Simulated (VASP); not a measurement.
# Si16Mo7 (a cell with a defect) in VASP: single point with PBE

Aim: the single point of Si16Mo7 (a cell with a defect) with PBE.

Everything below comes from runs of VASP 6.6.1. Logs are shortened: lines on timing, memory, paths and dates and some standing lists are left out, and cuts for length are marked.

## (1) The cell of the first run

The cell holds a defect, 23 atoms: a = 6.409 Å, b = 6.409 Å, c = 7.816 Å, α = 90.00°, β = 90.00°, γ = 90.00°.

## (2) Single point, PBE

Contents of INCAR:

```
PREC = Accurate ; ENCUT = 520
EDIFF = 1E-6 ; ISMEAR = 0
SIGMA = 0.05 ; LREAL = Auto
LASPH = T ; NELM = 100
ALGO = Normal ; ISIF = 2
LWAVE = F ; LCHARG = F
GGA = PE ; NBANDS = 98
```

Contents of KPOINTS:

```
Automatic mesh
0
Gamma
  2 2 2
```

Contents of POSCAR:

```
Si16Mo7
1.0
    6.4085290000      0.0000000000      0.0000000000
    0.0000000000      6.4085290000      0.0000000000
    0.0000000000      0.0000000000      7.8161920000
Si Mo
16 7
Direct
    0.0031523615      0.0096766356      0.6719275832
    0.0008984901      0.0138804084      0.3215984203
    0.5002461563     -0.0154185149      0.6659093072
    0.4958382805     -0.0243910888      0.3361268505
    0.0031453396      0.4900503688      0.6719309096
    0.0008892836      0.4858163238      0.3215416151
    0.2887099364      0.2498902634      0.1762823892
    0.2672162364      0.2498840217      0.8302670917
    0.5002528661      0.5151374052      0.6659038058
    0.4958435859      0.5241166889      0.3361318402
    0.6756450661      0.2498788724      0.2002578749
    0.7212300982      0.2498659209      0.8087166999
    0.2441647685      0.7498532034      0.1492858671
    0.2331433625      0.7498494584      0.8409563122
    0.7678421990      0.7498798866      0.1578814850
    0.7814837071      0.7498713043      0.8337827423
   -0.0346566271      0.2498013195      0.0355000235
    0.5172806427     -0.0052358349     -0.0037334037
    0.2580139686      0.2498606154      0.5031379731
    0.5173165324      0.5049548812     -0.0037276464
    0.7451702255      0.2498582748      0.5023672653
    0.2445458232      0.7498575726      0.4936501048
    0.7618264659      0.7498574166      0.4918721290
```

Potentials or basis: VASP PAW PBE potentials, release 64 (Si, Mo_sv).

Started as:

```bash
cat potpaw_PBE.64/Si/POTCAR potpaw_PBE.64/Mo_sv/POTCAR > POTCAR
mpirun -np 1 vasp_std > vasp.out
```

OUTCAR:

```text
PREC = Accurate
   ENCUT = 520
   EDIFF = 1E-6
   ISMEAR = 0
   LREAL = Auto
   LASPH = T
   NELM = 100
   ISIF = 2
   GGA = PE

 ion  position               nearest neighbor table
   1  0.003  0.010  0.672-  16 2.53  14 2.59   8 2.60  12 2.60  19 2.60  21 2.62  22 2.67  23 2.67
                             2 2.74   5 3.08  17 3.24
   2  0.001  0.014  0.322-  15 2.59  21 2.64   7 2.64  23 2.64  19 2.65  13 2.67  22 2.67  17 2.71
                             1 2.74  11 2.74   6 3.02
   3  0.500  0.985  0.666-  12 2.48   4 2.58  18 2.59  22 2.60   8 2.60  19 2.63  23 2.63  21 2.64
                            14 2.66  16 2.69   9 3.01
   4  0.496  0.976  0.336-  11 2.35  22 2.49   7 2.53  23 2.55   3 2.58  13 2.61  15 2.66  18 2.66
                            19 2.67  21 2.71  10 2.89
   5  0.003  0.490  0.672-  16 2.53  14 2.59   8 2.60  12 2.60  19 2.60  21 2.62  22 2.67  23 2.67
                             6 2.74   1 3.08  17 3.24
   6  0.001  0.486  0.322-  15 2.59  21 2.64   7 2.64  23 2.64  19 2.65  13 2.67  22 2.67  17 2.71
                             5 2.74  11 2.74   2 3.02
   7  0.289  0.250  0.176-  17 2.35  11 2.49  10 2.53   4 2.53  19 2.56  20 2.61  18 2.61   6 2.64
                             2 2.64   8 2.71
   8  0.267  0.250  0.830-  17 2.51  19 2.56   5 2.60   1 2.60   9 2.60   3 2.60  20 2.63  18 2.63
                             7 2.71  12 2.91
   9  0.500  0.515  0.666-  12 2.48  10 2.58  20 2.59  22 2.60   8 2.60  19 2.63  23 2.63  21 2.64
                            14 2.66  16 2.69   3 3.01
  10  0.496  0.524  0.336-  11 2.35  22 2.49   7 2.53  23 2.55   9 2.58  13 2.61  15 2.66  20 2.66
                            19 2.67  21 2.71   4 2.89
  11  0.676  0.250  0.200-  17 2.26  10 2.35   4 2.35  21 2.40   7 2.49  20 2.50  18 2.50   6 2.74
                             2 2.74  12 3.07
  12  0.721  0.250  0.809-  17 2.36  21 2.40   9 2.48   3 2.48  20 2.56  18 2.56   5 2.60   1 2.60
                             8 2.91  11 3.07
  13  0.244  0.750  0.149-  14 2.41  10 2.61   4 2.61  18 2.64  20 2.64   6 2.67   2 2.67  22 2.69
                            15 3.05
  14  0.233  0.750  0.841-  13 2.41   5 2.59   1 2.59   9 2.66   3 2.66  18 2.69  20 2.69  22 2.72
                            16 2.90
  15  0.768  0.750  0.158-  16 2.53  20 2.58  18 2.58   2 2.59   6 2.59  23 2.61   4 2.66  10 2.66
                            13 3.05
  16  0.781  0.750  0.834-   1 2.53   5 2.53  15 2.53  20 2.63  18 2.63  23 2.68   3 2.69   9 2.69
                            14 2.90
  17  0.965  0.250  0.036-  11 2.26   7 2.35  12 2.36   8 2.51   6 2.71   2 2.71   1 3.24   5 3.24
                            18 3.32  20 3.32
  18  0.517  0.995  0.996-  11 2.50  12 2.56  15 2.58   3 2.59   7 2.61   8 2.63  16 2.63  13 2.64
                             4 2.66  14 2.69  20 3.14  20 3.27  17 3.32
  19  0.258  0.250  0.503-   8 2.56   7 2.56   1 2.60   5 2.60   9 2.63   3 2.63   2 2.65   6 2.65
                             4 2.67  10 2.67  21 3.12  22 3.21  22 3.21  21 3.29
  20  0.517  0.505  0.996-  11 2.50  12 2.56  15 2.58   9 2.59   7 2.61   8 2.63  16 2.63  13 2.64
                            10 2.66  14 2.69  18 3.14  18 3.27  17 3.32
  21  0.745  0.250  0.502-  12 2.40  11 2.40   1 2.62   5 2.62   2 2.64   6 2.64   9 2.64   3 2.64
                            10 2.71   4 2.71  19 3.12  23 3.21  23 3.21  19 3.29
  22  0.245  0.750  0.494-  10 2.49   4 2.49   9 2.60   3 2.60   5 2.67   1 2.67   2 2.67   6 2.67
                            13 2.69  14 2.72  23 3.09  19 3.21  19 3.21  23 3.32
  23  0.762  0.750  0.492-  10 2.55   4 2.55  15 2.61   9 2.63   3 2.63   2 2.64   6 2.64   5 2.67
                             1 2.67  16 2.68  22 3.09  21 3.21  21 3.21  22 3.32

  LATTYP: Found a simple tetragonal cell.
 ALAT       =     6.4085290000
 C/A-ratio  =     1.2196546196

  Lattice vectors:

 A1 = (   6.4085290000,   0.0000000000,   0.0000000000)
 A2 = (   0.0000000000,   6.4085290000,   0.0000000000)
 A3 = (   0.0000000000,   0.0000000000,   7.8161920000)

Analysis of symmetry for initial positions (statically):
=====================================================================
 Subroutine PRICEL returns:
 Original cell was already a primitive cell.

 Routine SETGRP: Setting up the symmetry group for a
 simple tetragonal supercell.

 Subroutine GETGRP returns: Found  1 space group operations
 (whereof  1 operations were pure point group operations)
 out of a pool of 16 trial point group operations.

The static configuration has the point symmetry C_1 .

Analysis of symmetry for dynamics (positions and initial velocities):
=====================================================================
 Subroutine PRICEL returns:
 Original cell was already a primitive cell.

 Routine SETGRP: Setting up the symmetry group for a
 simple tetragonal supercell.

 Subroutine GETGRP returns: Found  1 space group operations
 (whereof  1 operations were pure point group operations)
 out of a pool of 16 trial point group operations.

The dynamic configuration has the point symmetry C_1 .
[... 84 lines left out ...]

  Length of vectors
     0.078021025  0.078021025  0.063969769

  Shift w.r.t. Gamma in fractional coordinates (k-lattice)
     0.000000000  0.000000000  0.000000000

 Subroutine IBZKPT returns following result:
 ===========================================

 Found      8 irreducible k-points:

 Following reciprocal coordinates:
            Coordinates               Weight
  0.000000  0.000000  0.000000      1.000000
  0.500000  0.000000  0.000000      1.000000
  0.000000  0.500000  0.000000      1.000000
  0.500000  0.500000  0.000000      1.000000
  0.000000  0.000000  0.500000      1.000000
  0.500000  0.000000  0.500000      1.000000
  0.000000  0.500000  0.500000      1.000000
  0.500000  0.500000  0.500000      1.000000
   k-points           NKPTS =      8   k-points in BZ     NKDIM =      8   number of bands    NBANDS=     98
   number of dos      NEDOS =    301   number of ions     NIONS =     23
   total plane-waves  NPLWV = 138240
   dimension x,y,z NGX =    48 NGY =   48 NGZ =   60
   dimension x,y,z NGXF=    96 NGYF=   96 NGZF=  120
   ions per type =              16   7
   NGX,Y,Z   is equivalent  to a cutoff of  12.45, 12.45, 12.76 a.u.
   NGXF,Y,Z  is equivalent  to a cutoff of  24.90, 24.90, 25.52 a.u.
 SYSTEM =  unknown system
   PREC   = accura    normal or accurate (medium, high low for compatibility)
   ISTART =      0    job   : 0-new  1-cont  2-samecut
   ICHARG =      2    charge: 1-file 2-atom 10-const
   ISPIN  =      1    spin polarized calculation?
   LNONCOLLINEAR =      F non collinear calculations
   LSORBIT =      F    spin-orbit coupling
   LASPH  =      T    aspherical Exc in radial PAW
   ENCUT  =  520.0 eV  38.22 Ry    6.18 a.u.  11.92 11.92 14.53*2*pi/ulx,y,z
   NELM   =    100;   NELMIN=  2; NELMDL= -5     # of ELM steps
   EDIFF  = 0.1E-05   stopping-criterion for ELM
   LREAL  =      T    real-space projection
   EDIFFG = 0.1E-04   stopping-criterion for IOM
   NSW    =      0    number of steps for IOM
   IBRION =     -1    ionic relax: 0-MD 1-quasi-New 2-CG
   NFREE  =      0    steps in history (QN), initial steepest desc. (CG)
   ISIF   =      2    stress and relaxation
   ISYM   =      2    0-nonsym 1-usesym 2-fastsym
   POTIM  = 0.5000    time-step for ionic-motion
   TEBEG  =    0.0;   TEEND  =   0.0 temperature during run
   PSTRESS=    0.0 pullay stress
   NELECT =     162.0000    total number of electrons
   NUPDOWN=      -1.0000    fix difference up-down
   EMIN   =  10.00;   EMAX   =-10.00  energy-range for DOS
   EFERMI =   0.00;   METHOD = LEGACY
   ISMEAR =     0;   SIGMA  =   0.05  broadening in eV -4-tet -1-fermi 0-gaus
   EFERMI_NEDOS =   21; number of points for ismear=-14 and -15
   IALGO  =     38    algorithm
   IMIX   =      4    mixing-type and parameters
     AMIX     =   0.40;   BMIX     =  1.00
     AMIX_MAG =   1.60;   BMIX_MAG =  1.00
  volume/ion in A,a.u.               =      13.96        94.18
  Fermi-wavevector in a.u.,A,eV,Ry     =   1.303394  2.463058 23.114081  1.698837
  Thomas-Fermi vector in A             =   2.434399
   LORBIT       =      0    0 simple, 1 ext, 2 COOP (PROOUT), +10 PAW based schemes
   GGA     = PE    functional components
   LHFCALC =     F    Hartree Fock is set to
   AEXX    =    0.0000 exact exchange contribution
   IVDW    =     0    specifies the selected vdW correction
   LEPSILON=     F    determine dielectric tensor
   LRPA    =     F    only Hartree local field effects (RPA)
 non-spin polarized calculation
 Gauss-broadening in eV      SIGMA  =   0.05
  energy-cutoff  :      520.00
  volume of cell :      321.01
 maximum number of plane-waves:      8688
 NGX is ok and might be reduce to    48
   NGX = 23   NGY = 23   NGZ = 29

 number of electron     162.0000006 magnetization

 Free energy of the ion-electron system (eV)
  ---------------------------------------------------
  ext. energy  EPLUGINS =         0.00000000
  ---------------------------------------------------
  free energy    TOTEN  =      -164.68170899 eV

  energy without entropy =     -164.67502748  energy(sigma->0) =     -164.67836824

 E-fermi :  11.6192     XC(G=0): -12.0972

 val. band max:       11.6011994205   @ k =   0.0000   0.0000   0.5000
 cond. band min:      11.6400790009   @ k =   0.5000   0.0000   0.5000
 fundamental gap:      0.0388795804
 Fermi energy:        11.6191502976

 k-point     1 :       0.0000    0.0000    0.0000
  band No.  band energies     occupation
      1     -49.2968      2.00000
      2     -49.2022      2.00000
      3     -49.1890      2.00000
      4     -49.1578      2.00000
      5     -49.1324      2.00000
      6     -49.1142      2.00000
[... 757 lines left out ...]
     92      13.2316      0.00000
     93      13.2671      0.00000
 [bands above 93 left out]

------------------------ aborting loop because EDIFF is reached ----------------------------------------

  FORCE on cell =-STRESS in cart. coord.  units (eV):
  Direction    XX          YY          ZZ          XY          YZ          ZX
  --------------------------------------------------------------------------------------
  -------------------------------------------------------------------------------------
  Total       13.4140500      6.6463007     20.9847324      0.0033825     -0.0002440     -1.1184638
  in kB       66.9512326     33.1725335    104.7374730      0.0168826     -0.0012177     -5.5823953
  external PRESSURE =      68.2870797 kB  Pullay stress =       0.0000000 kB

 VOLUME and BASIS-vectors are now :
 -----------------------------------------------------------------------------
  energy-cutoff  :      520.00
  volume of cell :      321.01
      direct lattice vectors                 reciprocal lattice vectors
     6.408529000  0.000000000  0.000000000     0.156042050  0.000000000  0.000000000
     0.000000000  6.408529000  0.000000000     0.000000000  0.156042050  0.000000000
     0.000000000  0.000000000  7.816192000     0.000000000  0.000000000  0.127939539

 POSITION                                       TOTAL-FORCE (eV/Angst)
 -----------------------------------------------------------------------------------
      0.02020      0.06201      5.25192        -0.000872      0.000273      0.014604
      0.00576      0.08895      2.51367         0.002392      0.002315     -0.009431
      3.20584      6.30972      5.20487         0.001423     -0.000646      0.005809
      3.17759      6.25222      2.62723         0.003716      0.013942     -0.014577
      0.02016      3.14050      5.25194        -0.001196     -0.000612      0.013314
      0.00570      3.11337      2.51323         0.002013     -0.002271     -0.007609
[... 15 lines left out ...]
      1.56718      4.80548      3.85846         0.001961      0.000121      0.002155
      4.88219      4.80548      3.84457         0.003517      0.000304      0.002231
 -----------------------------------------------------------------------------------
    total drift:                               -0.001082      0.002198      0.008747

  FREE ENERGIE OF THE ION-ELECTRON SYSTEM (eV)
  ---------------------------------------------------
  free  energy   TOTEN  =      -164.6817089910 eV

  energy  without entropy=     -164.6750274807  energy(sigma->0) =     -164.67836824
```

Wall time 4.3 min (1 thread of Intel Xeon Platinum 8488C (Sapphire Rapids), shared host); peak memory 0.43 GiB.

What came out:

```
Free energy            : -164.6817 eV
Pressure               : 6.8 GPa
Largest force          : 0.029 eV/Å
Band gap on the k mesh : zero (bands 81 and 82 overlap by 0.52 eV)
```

Forces in eV/Å, atoms in the order of the input:
```
Si  -0.001  0.000  0.015
Si   0.002  0.002 -0.009
Si   0.001 -0.001  0.006
Si   0.004  0.014 -0.015
Si  -0.001 -0.001  0.013
Si   0.002 -0.002 -0.008
Si   0.004  0.000  0.009
Si   0.006  0.000  0.001
Si   0.002  0.001  0.006
Si   0.004 -0.013 -0.014
Si   0.001 -0.001  0.016
Si  -0.017  0.000 -0.008
Si  -0.005  0.000 -0.005
Si  -0.004  0.000  0.008
Si   0.003  0.001  0.007
Si   0.007  0.001 -0.002
Mo  -0.018 -0.002 -0.022
Mo   0.001 -0.005  0.003
Mo  -0.002  0.000 -0.005
Mo   0.001  0.006  0.002
Mo   0.006  0.000 -0.002
Mo   0.002  0.000  0.002
Mo   0.004  0.000  0.002
```

Stress tensor (GPa, compression positive):
```
 6.70  0.00 -0.56
 0.00  3.32  0.00
-0.56  0.00 10.47
```

Levels at points of the mesh, in eV from the Fermi level:
| k point | band 77 | band 78 | band 79 | band 80 | band 81 | band 82 | band 83 | band 84 | band 85 | band 86 |
| --- | --- | --- | --- | --- | --- | --- | --- | --- | --- | --- |
| (0.00, 0.00, 0.00) | -0.88 | -0.67 | -0.58 | -0.27 | -0.25 | 0.19 | 0.31 | 0.35 | 1.10 | 1.19 |
| (0.50, 0.00, 0.00) | -1.21 | -1.10 | -0.59 | -0.52 | -0.49 | 0.07 | 0.10 | 0.42 | 0.61 | 0.97 |
| (0.00, 0.50, 0.00) | -1.40 | -1.12 | -0.82 | -0.60 | -0.57 | 0.13 | 0.28 | 0.41 | 0.71 | 0.79 |
| (0.50, 0.50, 0.00) | -1.10 | -1.03 | -0.92 | -0.47 | -0.31 | 0.18 | 0.28 | 0.32 | 0.43 | 0.80 |
| (0.00, 0.00, 0.50) | -0.59 | -0.56 | -0.02 | 0.14 | 0.18 | 0.39 | 0.46 | 0.63 | 1.22 | 1.36 |
| (0.50, 0.00, 0.50) | -1.14 | -0.94 | -0.80 | -0.44 | -0.32 | 0.02 | 0.11 | 0.22 | 0.37 | 0.51 |
| (0.00, 0.50, 0.50) | -1.29 | -1.15 | -0.87 | -0.42 | -0.40 | 0.23 | 0.38 | 0.48 | 0.59 | 0.65 |
| (0.50, 0.50, 0.50) | -1.17 | -1.00 | -0.98 | -0.72 | -0.56 | -0.34 | -0.23 | 0.23 | 0.71 | 0.90 |

Caveat: the k points lie up to 0.49 Å⁻¹ apart, too coarse for converged energies and pressures of a metal.
